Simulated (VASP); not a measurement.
# BiW (P2_13) in VASP: single point with PBE

Aim: the single point of BiW with PBE.

Program: VASP 6.6.1. These are calculated values, not measurements. Logs are shortened: lines on timing, memory, paths and dates and some standing lists are left out, and cuts for length are marked.

## (1) The cell of the first run

The structure is cubic, space group P2_13 (No. 198). The conventional cell has a = 5.519 Å, b = 5.519 Å, c = 5.519 Å, α = 90.00°, β = 90.00°, γ = 90.00°. Within 3.7 Å of Bi (site symmetry 3) lie 7 W at 2.79 to 3.13 Å and 6 Bi at 3.42 Å. Within 3.7 Å of W (site symmetry 3) lie 7 Bi at 2.79 to 3.13 Å and 6 W at 3.38 Å.

## (2) Single point, PBE

Input file INCAR:

```
SYSTEM = BiW
  PREC = Accurate
  ENCUT = 520
  EDIFF = 1E-6
  ISMEAR = 0
  SIGMA = 0.1
  LREAL = .False.
  LASPH = .True.
  NELM = 60
  ALGO = Fast
  ISIF = 2
  LWAVE = .False.
  LCHARG = .False.
  GGA = PE
  NBANDS = 68
```

Input file KPOINTS:

```
regular mesh
0
Gamma
  8 8 8
  0 0 0
```

Input file POSCAR:

```
BiW
1.0
    5.5187786566      0.0000000000      0.0000000000
    0.0000000000      5.5187786566      0.0000000000
    0.0000000000      0.0000000000      5.5187786566
Bi W
4 4
Direct
    0.1594007263      0.1594007263      0.1594007263
    0.3405992737      0.8405992737      0.6594007263
    0.6594007263      0.3405992737      0.8405992737
    0.8405992737      0.6594007263      0.3405992737
    0.8676913618      0.8676913618      0.8676913618
    0.6323086382      0.1323086382      0.3676913618
    0.3676913618      0.6323086382      0.1323086382
    0.1323086382      0.3676913618      0.6323086382
```

Potentials or basis: VASP PAW PBE potentials, release 64 (Bi_d, W_sv).

Started as:

```
> cat potpaw_PBE.64/Bi_d/POTCAR potpaw_PBE.64/W_sv/POTCAR > POTCAR
> mpirun -np 1 vasp_std > vasp.out
```

OUTCAR:

```text
SYSTEM = BiW
   PREC = Accurate
   ENCUT = 520
   EDIFF = 1E-6
   ISMEAR = 0
   LREAL = .False.
   LASPH = .True.
   NELM = 60
   ISIF = 2
   GGA = PE

 ion  position               nearest neighbor table
   1  0.159  0.159  0.159-   5 2.79   6 2.86   7 2.86   8 2.86   8 3.13   7 3.13   6 3.13   2 3.42
                             3 3.42   4 3.42   4 3.42   3 3.42   2 3.42
   2  0.341  0.841  0.659-   6 2.79   5 2.86   7 2.86   8 2.86   5 3.13   8 3.13   7 3.13   4 3.42
                             1 3.42   1 3.42   3 3.42   3 3.42   4 3.42
   3  0.659  0.341  0.841-   7 2.79   6 2.86   5 2.86   8 2.86   5 3.13   6 3.13   8 3.13   4 3.42
                             1 3.42   4 3.42   2 3.42   1 3.42   2 3.42
   4  0.841  0.659  0.341-   8 2.79   6 2.86   7 2.86   5 2.86   7 3.13   5 3.13   6 3.13   3 3.42
                             1 3.42   3 3.42   1 3.42   2 3.42   2 3.42
   5  0.868  0.868  0.868-   1 2.79   2 2.86   3 2.86   4 2.86   4 3.13   3 3.13   2 3.13   6 3.38
                             6 3.38   7 3.38   8 3.38   8 3.38   7 3.38
   6  0.632  0.132  0.368-   2 2.79   1 2.86   3 2.86   4 2.86   1 3.13   4 3.13   3 3.13   7 3.38
                             8 3.38   5 3.38   5 3.38   7 3.38   8 3.38
   7  0.368  0.632  0.132-   3 2.79   2 2.86   1 2.86   4 2.86   1 3.13   2 3.13   4 3.13   6 3.38
                             8 3.38   8 3.38   6 3.38   5 3.38   5 3.38
   8  0.132  0.368  0.632-   4 2.79   2 2.86   3 2.86   1 2.86   3 3.13   1 3.13   2 3.13   6 3.38
                             7 3.38   7 3.38   5 3.38   5 3.38   6 3.38

  LATTYP: Found a simple cubic cell.
 ALAT       =     5.5187786566

  Lattice vectors:

 A1 = (   5.5187786566,   0.0000000000,   0.0000000000)
 A2 = (   0.0000000000,   5.5187786566,   0.0000000000)
 A3 = (   0.0000000000,   0.0000000000,   5.5187786566)

Analysis of symmetry for initial positions (statically):
=====================================================================
 Subroutine PRICEL returns:
 Original cell was already a primitive cell.

 Routine SETGRP: Setting up the symmetry group for a
 simple cubic supercell.

 Subroutine GETGRP returns: Found 12 space group operations
 (whereof  3 operations were pure point group operations)
 out of a pool of 48 trial point group operations.

The static configuration has the point symmetry C_3 .
 The point group associated with its full space group is T   .

Analysis of symmetry for dynamics (positions and initial velocities):
=====================================================================
 Subroutine PRICEL returns:
 Original cell was already a primitive cell.

 Routine SETGRP: Setting up the symmetry group for a
 simple cubic supercell.

 Subroutine GETGRP returns: Found 12 space group operations
 (whereof  3 operations were pure point group operations)
 out of a pool of 48 trial point group operations.

The dynamic configuration has the point symmetry C_3 .
 The point group associated with its full space group is T   .

 Subroutine INISYM returns: Found 12 space group operations
 (whereof  3 operations are pure point group operations),
 and found     1 'primitive' translations

----------------------------------------------------------------------------------------

                                     Primitive cell

  volume of cell :     168.0850

  direct lattice vectors                    reciprocal lattice vectors
     5.518778657  0.000000000  0.000000000     0.181199512  0.000000000  0.000000000
     0.000000000  5.518778657  0.000000000     0.000000000  0.181199512  0.000000000
     0.000000000  0.000000000  5.518778657     0.000000000  0.000000000  0.181199512

  length of vectors
     5.518778657  5.518778657  5.518778657     0.181199512  0.181199512  0.181199512

  position of ions in fractional coordinates (direct lattice)
     0.159400726  0.159400726  0.159400726
     0.340599274  0.840599274  0.659400726
     0.659400726  0.340599274  0.840599274
     0.840599274  0.659400726  0.340599274
     0.867691362  0.867691362  0.867691362
     0.632308638  0.132308638  0.367691362
     0.367691362  0.632308638  0.132308638
     0.132308638  0.367691362  0.632308638

  ion indices of the primitive-cell ions
   primitive index   ion index
                 1           1
                 2           2
                 3           3
                 4           4
                 5           5
                 6           6
                 7           7
                 8           8

----------------------------------------------------------------------------------------

 KPOINTS: regular mesh

Automatic generation of k-mesh.
 Grid dimensions read from file:
 generate k-points for:    8    8    8

 Generating k-lattice:

  Cartesian coordinates                     Fractional coordinates (reciprocal lattice)
     0.022649939  0.000000000  0.000000000     0.125000000  0.000000000  0.000000000
     0.000000000  0.022649939  0.000000000     0.000000000  0.125000000  0.000000000
     0.000000000  0.000000000  0.022649939     0.000000000  0.000000000  0.125000000

  Length of vectors
     0.022649939  0.022649939  0.022649939

  Shift w.r.t. Gamma in fractional coordinates (k-lattice)
     0.000000000  0.000000000  0.000000000

 Subroutine IBZKPT returns following result:
 ===========================================

 Found     45 irreducible k-points:

 Following reciprocal coordinates:
            Coordinates               Weight
  0.000000  0.000000  0.000000      1.000000
  0.125000  0.000000  0.000000      6.000000
  0.250000  0.000000  0.000000      6.000000
  0.375000  0.000000  0.000000      6.000000
  0.500000  0.000000  0.000000      3.000000
  0.125000  0.125000  0.000000     12.000000
[... 16 lines left out ...]
  0.250000  0.125000  0.125000     24.000000
  0.375000  0.125000  0.125000     24.000000
 [... further k-points ...]
   k-points           NKPTS =     45   k-points in BZ     NKDIM =     45   number of bands    NBANDS=     68
   number of dos      NEDOS =    301   number of ions     NIONS =      8
   total plane-waves  NPLWV =  74088
   dimension x,y,z NGX =    42 NGY =   42 NGZ =   42
   dimension x,y,z NGXF=    84 NGYF=   84 NGZF=   84
   ions per type =               4   4
   NGX,Y,Z   is equivalent  to a cutoff of  12.65, 12.65, 12.65 a.u.
   NGXF,Y,Z  is equivalent  to a cutoff of  25.30, 25.30, 25.30 a.u.
 SYSTEM =  BiW
   PREC   = accura    normal or accurate (medium, high low for compatibility)
   ISTART =      0    job   : 0-new  1-cont  2-samecut
   ICHARG =      2    charge: 1-file 2-atom 10-const
   ISPIN  =      1    spin polarized calculation?
   LNONCOLLINEAR =      F non collinear calculations
   LSORBIT =      F    spin-orbit coupling
   LASPH  =      T    aspherical Exc in radial PAW
   ENCUT  =  520.0 eV  38.22 Ry    6.18 a.u.  10.26 10.26 10.26*2*pi/ulx,y,z
   NELM   =     60;   NELMIN=  2; NELMDL= -5     # of ELM steps
   EDIFF  = 0.1E-05   stopping-criterion for ELM
   LREAL  =      F    real-space projection
   EDIFFG = 0.1E-04   stopping-criterion for IOM
   NSW    =      0    number of steps for IOM
   IBRION =     -1    ionic relax: 0-MD 1-quasi-New 2-CG
   NFREE  =      0    steps in history (QN), initial steepest desc. (CG)
   ISIF   =      2    stress and relaxation
   ISYM   =      2    0-nonsym 1-usesym 2-fastsym
   POTIM  = 0.5000    time-step for ionic-motion
   TEBEG  =    0.0;   TEEND  =   0.0 temperature during run
   PSTRESS=    0.0 pullay stress
   NELECT =     116.0000    total number of electrons
   NUPDOWN=      -1.0000    fix difference up-down
   EMIN   =  10.00;   EMAX   =-10.00  energy-range for DOS
   EFERMI =   0.00;   METHOD = LEGACY
   ISMEAR =     0;   SIGMA  =   0.10  broadening in eV -4-tet -1-fermi 0-gaus
   EFERMI_NEDOS =   21; number of points for ismear=-14 and -15
   IALGO  =     68    algorithm
   IMIX   =      4    mixing-type and parameters
     AMIX     =   0.40;   BMIX     =  1.00
     AMIX_MAG =   1.60;   BMIX_MAG =  1.00
  volume/ion in A,a.u.               =      21.01       141.79
  Fermi-wavevector in a.u.,A,eV,Ry     =   1.446720  2.733905 28.476981  2.092999
  Thomas-Fermi vector in A             =   2.564757
   LORBIT       =      0    0 simple, 1 ext, 2 COOP (PROOUT), +10 PAW based schemes
   GGA     = PE    functional components
   LHFCALC =     F    Hartree Fock is set to
   AEXX    =    0.0000 exact exchange contribution
   IVDW    =     0    specifies the selected vdW correction
   LEPSILON=     F    determine dielectric tensor
   LRPA    =     F    only Hartree local field effects (RPA)
 non-spin polarized calculation
 RMM-DIIS sequential band-by-band and
 Gauss-broadening in eV      SIGMA  =   0.10
  energy-cutoff  :      520.00
  volume of cell :      168.08
 maximum number of plane-waves:      4632
 NGX is ok and might be reduce to    42
   NGX = 21   NGY = 21   NGZ = 21

 number of electron     116.0000018 magnetization

 Free energy of the ion-electron system (eV)
  ---------------------------------------------------
  ext. energy  EPLUGINS =         0.00000000
  ---------------------------------------------------
  free energy    TOTEN  =       -57.85304539 eV

  energy without entropy =      -57.81075067  energy(sigma->0) =      -57.83189803

 E-fermi :  10.7858     XC(G=0): -12.1505

 val. band max:       10.7797655588   @ k =   0.5000   0.5000   0.1250
 cond. band min:      10.7981938324   @ k =   0.2500   0.2500   0.0000
 fundamental gap:      0.0184282735
 Fermi energy:        10.7858208790

 k-point     1 :       0.0000    0.0000    0.0000
  band No.  band energies     occupation
      1     -63.4971      2.00000
      2     -63.4906      2.00000
      3     -63.4906      2.00000
      4     -63.4906      2.00000
      5     -27.7755      2.00000
      6     -27.7755      2.00000
[... 60 lines left out ...]
     67      12.7394      0.00000
     68      14.3392      0.00000

 k-point     2 :       0.1250    0.0000    0.0000
  band No.  band energies     occupation
      1     -63.4969      2.00000
      2     -63.4914      2.00000
      3     -63.4906      2.00000
      4     -63.4901      2.00000
      5     -27.7823      2.00000
      6     -27.7765      2.00000
[... 60 lines left out ...]
     67      12.8759      0.00000
     68      13.6357      0.00000

 k-point     3 :       0.2500    0.0000    0.0000
  band No.  band energies     occupation
      1     -63.4964      2.00000
      2     -63.4923      2.00000
      3     -63.4904      2.00000
      4     -63.4899      2.00000
      5     -27.7862      2.00000
      6     -27.7792      2.00000
[... 1480 lines left out ...]
     67      13.2720      0.00000
     68      13.4255      0.00000

 k-point    24 :       0.3750    0.1250    0.1250
  band No.  band energies     occupation
      1     -63.4953      2.00000
      2     -63.4934      2.00000
      3     -63.4904      2.00000
      4     -63.4899      2.00000
      5     -27.7863      2.00000
      6     -27.7796      2.00000
[... 60 lines left out ...]
     67      13.3524      0.00000
     68      13.6378      0.00000

 [... further k-points ...]
[... 5 lines left out ...]
  --------------------------------------------------------------------------------------
  -------------------------------------------------------------------------------------
  Total        0.1087427      0.1087427      0.1087427      0.0000000      0.0000000      0.0000000
  in kB        1.0365294      1.0365294      1.0365294      0.0000000      0.0000000      0.0000000
  external PRESSURE =       1.0365294 kB  Pullay stress =       0.0000000 kB

 VOLUME and BASIS-vectors are now :
 -----------------------------------------------------------------------------
  energy-cutoff  :      520.00
  volume of cell :      168.08
      direct lattice vectors                 reciprocal lattice vectors
     5.518778657  0.000000000  0.000000000     0.181199512  0.000000000  0.000000000
     0.000000000  5.518778657  0.000000000     0.000000000  0.181199512  0.000000000
     0.000000000  0.000000000  5.518778657     0.000000000  0.000000000  0.181199512

 POSITION                                       TOTAL-FORCE (eV/Angst)
 -----------------------------------------------------------------------------------
      0.87970      0.87970      0.87970        -0.001405     -0.001405     -0.001405
      1.87969      4.63908      3.63909         0.001405      0.001405     -0.001405
      3.63909      1.87969      4.63908        -0.001405      0.001405      0.001405
      4.63908      3.63909      1.87969         0.001405     -0.001405      0.001405
      4.78860      4.78860      4.78860        -0.002752     -0.002752     -0.002752
      3.48957      0.73018      2.02921         0.002752      0.002752     -0.002752
      2.02921      3.48957      0.73018        -0.002752      0.002752      0.002752
      0.73018      2.02921      3.48957         0.002752     -0.002752      0.002752
 -----------------------------------------------------------------------------------
    total drift:                               -0.000000     -0.000000     -0.000000

  FREE ENERGIE OF THE ION-ELECTRON SYSTEM (eV)
  ---------------------------------------------------
  free  energy   TOTEN  =       -57.8530453950 eV

  energy  without entropy=      -57.8107506720  energy(sigma->0) =      -57.83189803
```

Wall time 20 min (1 thread of Oxide Virtual Turin-like, shared host); peak memory 0.48 GiB.

What came out:

* Free energy: -57.8530 eV
* Pressure: 0.1 GPa
* Largest force: 0.005 eV/Å
* Band gap on the k mesh: zero (bands 58 and 59 overlap by 0.31 eV)

Forces on the atoms (eV/Å):
```
Bi  -0.001 -0.001 -0.001
Bi   0.001  0.001 -0.001
Bi  -0.001  0.001  0.001
Bi   0.001 -0.001  0.001
W   -0.003 -0.003 -0.003
W    0.003  0.003 -0.003
W   -0.003  0.003  0.003
W    0.003 -0.003  0.003
```

Levels at points of the mesh, in eV from the Fermi level:
```csv
k point,band 54,band 55,band 56,band 57,band 58,band 59,band 60,band 61,band 62,band 63
"(0.00, 0.00, 0.00)",-1.92,-1.92,0.09,0.09,0.09,0.67,0.67,1.06,1.17,1.17
"(0.50, 0.00, 0.00)",-2.04,-0.93,-0.93,0.14,0.14,0.33,0.33,0.92,0.92,1.26
"(0.50, 0.50, 0.00)",-1.43,-0.83,-0.83,-0.77,-0.77,0.04,0.04,0.84,0.84,1.44
"(0.50, 0.50, 0.50)",-0.48,-0.48,-0.48,-0.01,-0.01,-0.01,-0.01,0.86,0.86,0.86
```

Caveat: spin-orbit coupling is left out, which moves the levels of the heavy elements.
